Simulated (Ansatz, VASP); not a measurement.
Sn: VASP beside Ansatz

```
Sn
1.0
    -1.89465    1.89465    1.89465
     1.89465   -1.89465    1.89465
     1.89465    1.89465   -1.89465
Sn
1
Direct
  0.00000 0.00000 0.00000
```

Alike in both runs: task single point; functional PBEsol; dispersion D3(BJ); k mesh 20 × 20 × 20; occupations gaussian, width 0.15 eV; no spin polarisation.

|  | VASP | Ansatz |
| --- | --- | --- |
| version | VASP 6.6.1 | Ansatz 0.2.0 |
| potentials or method | VASP PAW PBE potentials, release 64 (Sn_d), cutoff 520 eV | scalar-relativistic, plane waves, PAW |
| valence electrons in the cell | 14 | 14 |

|  | VASP | Ansatz | Ansatz less VASP |
| --- | --- | --- | --- |
| gap on the k mesh at the Fermi level (eV) | none | none | - |
| pressure (GPa) | -4.6 | -4.6 | +0.04 |

VASP's potentials were made for PBE, not for PBEsol. A gap of «none» marks a metal or a gap that the smearing closes.
